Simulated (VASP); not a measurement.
# TiC (Fmmm) in VASP: further runs

The runs below take TiC through single point, with r2SCAN.

Everything below comes from runs of VASP 6.6.1. Logs are shortened: lines on timing, memory, paths and dates and some standing lists are left out, and cuts for length are marked.

## 1. The cell of the first run

Symmetry: Fmmm, No. 69, orthorhombic system. The conventional cell has a = 4.263 Å, b = 4.328 Å, c = 4.393 Å, α = 90.00°, β = 90.00°, γ = 90.00°. Ti (site symmetry mmm) has 6 C at 2.13 to 2.20 Å within 2.8 Å. Within 2.8 Å of C (site symmetry mmm) lie 6 Ti at 2.13 to 2.20 Å.

## 2. Single point, r2SCAN (strain +0.0150 x Voigt [1, -1, 0, 0, 0, 0])

The input, POSCAR:

```
TiC
1.0
    0.0000000000      2.1315400000      2.1640000000
    2.1964600000      0.0000000000      2.1640000000
    2.1964600000      2.1315400000      0.0000000000
Ti C
1 1
Direct
    0.0000000000      0.0000000000      0.0000000000
    0.5000000000      0.5000000000      0.5000000000
```

The input, INCAR.step1:

```
SYSTEM = TiC
  ALGO = Normal
  EDIFF = 1E-4
  ENCUT = 520
  GGA = PE
  ISMEAR = 0
  LASPH = .True.
  LCHARG = .False.
  LREAL = .False.
  LWAVE = .True.
  NBANDS = 15
  NELM = 80
  PREC = Accurate
  SIGMA = 0.15
```

The input, INCAR.step2:

```
SYSTEM = TiC
  ALGO = Normal
  EDIFF = 1E-6
  ENCUT = 520
  ISIF = 2
  ISMEAR = 0
  ISTART = 1
  LASPH = .True.
  LCHARG = .False.
  LMIXTAU = .True.
  LREAL = .False.
  LWAVE = .False.
  METAGGA = R2SCAN
  NBANDS = 15
  NELM = 80
  PREC = Accurate
  SIGMA = 0.15
```

The input, KPOINTS:

```
k-points
0
Gamma
  18 18 18
  0 0 0
```

Potentials or basis: VASP PAW PBE potentials, release 64 (Ti_sv, C).

Started as:

```bash
cat potpaw_PBE.64/Ti_sv/POTCAR potpaw_PBE.64/C/POTCAR > POTCAR
cp INCAR.step1 INCAR
mpirun -np 1 vasp_std > vasp.out
cp INCAR.step2 INCAR
mpirun -np 1 vasp_std > vasp.out
```

OUTCAR:

```text
SYSTEM = TiC
   EDIFF = 1E-6
   ENCUT = 520
   ISIF = 2
   ISMEAR = 0
   ISTART = 1
   LASPH = .True.
   LREAL = .False.
   METAGGA = R2SCAN
   NELM = 80
   PREC = Accurate

 ion  position               nearest neighbor table
   1  0.000  0.000  0.000-   2 2.13   2 2.13   2 2.16   2 2.16   2 2.20   2 2.20
   2  0.500  0.500  0.500-   1 2.13   1 2.13   1 2.16   1 2.16   1 2.20   1 2.20

  LATTYP: Found a face centered orthorhombic cell.
 ALAT       =     4.2630800000
 B/A-ratio  =     1.0152284264
 C/A-ratio  =     1.0304568528

  Lattice vectors:

 A1 = (  -2.1964600000,   0.0000000000,  -2.1640000000)
 A2 = (  -2.1964600000,   2.1315400000,   0.0000000000)
 A3 = (   0.0000000000,   2.1315400000,  -2.1640000000)

Analysis of symmetry for initial positions (statically):
=====================================================================
 Subroutine PRICEL returns:
 Original cell was already a primitive cell.

 Routine SETGRP: Setting up the symmetry group for a
 face centered orthorhombic supercell.

 Subroutine GETGRP returns: Found  8 space group operations
 (whereof  8 operations were pure point group operations)
 out of a pool of  8 trial point group operations.

The static configuration has the point symmetry D_2h.

Analysis of symmetry for dynamics (positions and initial velocities):
=====================================================================
 Subroutine PRICEL returns:
 Original cell was already a primitive cell.

 Routine SETGRP: Setting up the symmetry group for a
 face centered orthorhombic supercell.

 Subroutine GETGRP returns: Found  8 space group operations
 (whereof  8 operations were pure point group operations)
 out of a pool of  8 trial point group operations.

The dynamic configuration has the point symmetry D_2h.

 Subroutine INISYM returns: Found  8 space group operations
 (whereof  8 operations are pure point group operations),
 and found     1 'primitive' translations

----------------------------------------------------------------------------------------

                                     Primitive cell

  volume of cell :      20.2630

  direct lattice vectors                    reciprocal lattice vectors
     0.000000000  2.131540000  2.164000000    -0.227639019  0.234572187  0.231053604
     2.196460000  0.000000000  2.164000000     0.227639019 -0.234572187  0.231053604
     2.196460000  2.131540000  0.000000000     0.227639019  0.234572187 -0.231053604

  length of vectors
     3.037492185  3.083396266  3.060702420     0.400286650  0.400286650  0.400286650

  position of ions in fractional coordinates (direct lattice)
     0.000000000  0.000000000  0.000000000
     0.500000000  0.500000000  0.500000000

  ion indices of the primitive-cell ions
   primitive index   ion index
                 1           1
                 2           2

----------------------------------------------------------------------------------------

 KPOINTS: k-points

Automatic generation of k-mesh.
 Grid dimensions read from file:
 generate k-points for:   18   18   18

 Generating k-lattice:

  Cartesian coordinates                     Fractional coordinates (reciprocal lattice)
    -0.012646612  0.013031788  0.012836311     0.055555556  0.000000000  0.000000000
     0.012646612 -0.013031788  0.012836311     0.000000000  0.055555556  0.000000000
     0.012646612  0.013031788 -0.012836311     0.000000000  0.000000000  0.055555556

  Length of vectors
     0.022238147  0.022238147  0.022238147

  Shift w.r.t. Gamma in fractional coordinates (k-lattice)
     0.000000000  0.000000000  0.000000000

 Subroutine IBZKPT returns following result:
 ===========================================

 Found    865 irreducible k-points:

 Following reciprocal coordinates:
            Coordinates               Weight
  0.000000  0.000000  0.000000      1.000000
  0.055556  0.000000  0.000000      8.000000
  0.111111  0.000000  0.000000      8.000000
  0.166667  0.000000 -0.000000      8.000000
  0.222222 -0.000000  0.000000      8.000000
  0.277778 -0.000000  0.000000      8.000000
[... 16 lines left out ...]
 -0.277778  0.055556  0.000000      8.000000
 -0.222222  0.055556  0.000000      8.000000
 [... further k-points ...]
   k-points           NKPTS =    865   k-points in BZ     NKDIM =    865   number of bands    NBANDS=     15
   number of dos      NEDOS =    301   number of ions     NIONS =      2
   total plane-waves  NPLWV =  13824
   dimension x,y,z NGX =    24 NGY =   24 NGZ =   24
   dimension x,y,z NGXF=    48 NGYF=   48 NGZF=   48
   ions per type =               1   1
   NGX,Y,Z   is equivalent  to a cutoff of  13.14, 12.94, 13.04 a.u.
   NGXF,Y,Z  is equivalent  to a cutoff of  26.27, 25.88, 26.07 a.u.
 SYSTEM =  TiC
   PREC   = accura    normal or accurate (medium, high low for compatibility)
   ISTART =      1    job   : 0-new  1-cont  2-samecut
   ICHARG =      0    charge: 1-file 2-atom 10-const
   ISPIN  =      1    spin polarized calculation?
   LNONCOLLINEAR =      F non collinear calculations
   LSORBIT =      F    spin-orbit coupling
   LASPH  =      T    aspherical Exc in radial PAW
   ENCUT  =  520.0 eV  38.22 Ry    6.18 a.u.   5.65  5.73  5.69*2*pi/ulx,y,z
   NELM   =     80;   NELMIN=  2; NELMDL=  0     # of ELM steps
   EDIFF  = 0.1E-05   stopping-criterion for ELM
   LREAL  =      F    real-space projection
   EDIFFG = 0.1E-04   stopping-criterion for IOM
   NSW    =      0    number of steps for IOM
   IBRION =     -1    ionic relax: 0-MD 1-quasi-New 2-CG
   NFREE  =      0    steps in history (QN), initial steepest desc. (CG)
   ISIF   =      2    stress and relaxation
   ISYM   =      2    0-nonsym 1-usesym 2-fastsym
   POTIM  = 0.5000    time-step for ionic-motion
   TEBEG  =    0.0;   TEEND  =   0.0 temperature during run
   PSTRESS=    0.0 pullay stress
   NELECT =      16.0000    total number of electrons
   NUPDOWN=      -1.0000    fix difference up-down
   EMIN   =  10.00;   EMAX   =-10.00  energy-range for DOS
   EFERMI =   0.00;   METHOD = LEGACY
   ISMEAR =     0;   SIGMA  =   0.15  broadening in eV -4-tet -1-fermi 0-gaus
   EFERMI_NEDOS =   21; number of points for ismear=-14 and -15
   IALGO  =     38    algorithm
   IMIX   =      4    mixing-type and parameters
     AMIX     =   0.40;   BMIX     =  1.00
     AMIX_MAG =   1.60;   BMIX_MAG =  1.00
  volume/ion in A,a.u.               =      10.13        68.37
  Fermi-wavevector in a.u.,A,eV,Ry     =   1.513144  2.859427 31.151948  2.289604
  Thomas-Fermi vector in A             =   2.622974
   LORBIT       =      0    0 simple, 1 ext, 2 COOP (PROOUT), +10 PAW based schemes
   METAGGA = R2SCAN    functional components
   LHFCALC =     F    Hartree Fock is set to
   AEXX    =    0.0000 exact exchange contribution
   IVDW    =     0    specifies the selected vdW correction
   LEPSILON=     F    determine dielectric tensor
   LRPA    =     F    only Hartree local field effects (RPA)
 non-spin polarized calculation
 Gauss-broadening in eV      SIGMA  =   0.15
  energy-cutoff  :      520.00
  volume of cell :       20.26
 maximum number of plane-waves:       558
   NGX = 11   NGY = 11   NGZ = 11

 number of electron      16.0000000 magnetization

 Free energy of the ion-electron system (eV)
  ---------------------------------------------------
  ext. energy  EPLUGINS =         0.00000000
  ---------------------------------------------------
  free energy    TOTEN  =       -24.85874323 eV

  energy without entropy =      -24.85579898  energy(sigma->0) =      -24.85727111

 E-fermi :   9.5292     XC(G=0): -13.6026

 val. band max:        9.5290829685   @ k =  -0.0556   0.3333   0.3333
 cond. band min:       9.5326775726   @ k =   0.1111   0.0000   0.1111
 fundamental gap:      0.0035946041
 Fermi energy:         9.5291804264

 k-point     1 :       0.0000    0.0000    0.0000
  band No.  band energies     occupation
      1     -49.4472      2.00000
      2     -24.4429      2.00000
      3     -24.4227      2.00000
      4     -24.4072      2.00000
      5      -3.6992      2.00000
      6      10.2671      0.00000
      7      10.3887      0.00000
      8      10.5083      0.00000
      9      11.1320      0.00000
     10      11.1414      0.00000
     11      11.1881      0.00000
     12      11.2490      0.00000
     13      11.3308      0.00000
     14      20.7722      0.00000
     15      24.3688      0.00000

 k-point     2 :       0.0556    0.0000    0.0000
  band No.  band energies     occupation
      1     -49.4449      2.00000
      2     -24.4511      2.00000
      3     -24.4291      2.00000
      4     -24.4118      2.00000
      5      -3.6271      2.00000
      6       9.9263      0.00018
      7      10.0601      0.00000
      8      10.1990      0.00000
      9      10.5950      0.00000
     10      10.6844      0.00000
     11      11.4654      0.00000
     12      12.0787      0.00000
     13      12.2407      0.00000
     14      20.9093      0.00000
     15      24.3839      0.00000

 k-point     3 :       0.1111    0.0000    0.0000
  band No.  band energies     occupation
      1     -49.4383      2.00000
      2     -24.4901      2.00000
      3     -24.4396      2.00000
      4     -24.4174      2.00000
      5      -3.4145      2.00000
      6       9.1101      1.99992
      7       9.2954      1.97245
      8       9.4065      1.75275
      9      10.6865      0.00000
     10      10.7733      0.00000
     11      11.8238      0.00000
     12      13.0631      0.00000
     13      13.2530      0.00000
     14      21.2575      0.00000
     15      24.3724      0.00000

 k-point     4 :       0.1667    0.0000   -0.0000
  band No.  band energies     occupation
      1     -49.4282      2.00000
      2     -24.5590      2.00000
      3     -24.4487      2.00000
      4     -24.4229      2.00000
      5      -3.0719      2.00000
      6       8.1521      2.00000
      7       8.5561      2.00000
      8       8.6462      2.00000
      9      10.9366      0.00000
     10      11.0049      0.00000
     11      12.1261      0.00000
     12      14.0545      0.00000
     13      14.2744      0.00000
     14      21.6026      0.00000
     15      24.3093      0.00000
[... 307 lines left out ...]
 k-point    22 :      -0.3333    0.0556    0.0000
  band No.  band energies     occupation
      1     -49.3851      2.00000
      2     -24.8390      2.00000
      3     -24.4894      2.00000
      4     -24.4484      2.00000
      5      -1.2514      2.00000
      6       4.8730      2.00000
      7       6.7446      2.00000
      8       6.9206      2.00000
      9      11.9904      0.00000
     10      12.2763      0.00000
     11      13.2784      0.00000
     12      16.5208      0.00000
     13      17.4770      0.00000
     14      19.9032      0.00000
     15      25.6388      0.00000

 k-point    23 :      -0.2778    0.0556    0.0000
  band No.  band energies     occupation
      1     -49.3969      2.00000
      2     -24.7620      2.00000
      3     -24.4805      2.00000
      4     -24.4417      2.00000
      5      -1.8424      2.00000
      6       5.7655      2.00000
      7       7.0981      2.00000
      8       7.3440      2.00000
      9      11.6124      0.00000
     10      11.9507      0.00000
     11      12.9461      0.00000
     12      15.7528      0.00000
     13      16.8123      0.00000
     14      20.7845      0.00000
     15      25.1571      0.00000

 k-point    24 :      -0.2222    0.0556    0.0000
  band No.  band energies     occupation
      1     -49.4099      2.00000
      2     -24.6756      2.00000
      3     -24.4699      2.00000
      4     -24.4346      2.00000
      5      -2.3978      2.00000
      6       6.7180      2.00000
      7       7.5688      2.00000
      8       7.8727      2.00000
      9      11.2380      0.00000
     10      11.6179      0.00000
     11      12.6413      0.00000
     12      14.8860      0.00000
     13      15.9830      0.00000
     14      21.5201      0.00000
     15      24.5429      0.00000

 [... further k-points ...]

------------------------ aborting loop because EDIFF is reached ----------------------------------------

  FORCE on cell =-STRESS in cart. coord.  units (eV):
  Direction    XX          YY          ZZ          XY          YZ          ZX
  --------------------------------------------------------------------------------------
  -------------------------------------------------------------------------------------
  Total       -0.5876008      0.9588601      0.1220228      0.0000000      0.0000000      0.0000000
  in kB      -46.4610378     75.8161592      9.6482287      0.0000000      0.0000000      0.0000000
  external PRESSURE =      13.0011167 kB  Pullay stress =       0.0000000 kB

 VOLUME and BASIS-vectors are now :
 -----------------------------------------------------------------------------
  energy-cutoff  :      520.00
  volume of cell :       20.26
      direct lattice vectors                 reciprocal lattice vectors
     0.000000000  2.131540000  2.164000000    -0.227639019  0.234572187  0.231053604
     2.196460000  0.000000000  2.164000000     0.227639019 -0.234572187  0.231053604
     2.196460000  2.131540000  0.000000000     0.227639019  0.234572187 -0.231053604

 POSITION                                       TOTAL-FORCE (eV/Angst)
 -----------------------------------------------------------------------------------
      0.00000      0.00000      0.00000         0.000000     -0.000000     -0.000000
      2.19646      2.13154      2.16400         0.000000      0.000000      0.000000
 -----------------------------------------------------------------------------------
    total drift:                                0.000000     -0.000000     -0.000000

  FREE ENERGIE OF THE ION-ELECTRON SYSTEM (eV)
  ---------------------------------------------------
  free  energy   TOTEN  =       -24.8587432343 eV

  energy  without entropy=      -24.8557989789  energy(sigma->0) =      -24.85727111
```

It took 22 min on 1 thread of Oxide Virtual Turin-like, shared host; peak memory 0.34 GiB.

Results:

- Free energy: -24.8587 eV
- Pressure: 1.3 GPa
- Band gap on the k mesh: zero (bands 8 and 9 overlap by 1.61 eV)

Stress tensor (GPa, compression positive):
```
-4.65  0.00  0.00
 0.00  7.58  0.00
 0.00  0.00  0.96
```

Caveat: the cell differs from its parent crystal (strain +0.0150 x Voigt [1, -1, 0, 0, 0, 0]); the stress differs along the axes, from -5 to 8 GPa; the PAW data sets were made with another functional, which shifts forces and pressure a little.

(Part 1 of 2 ends here.)
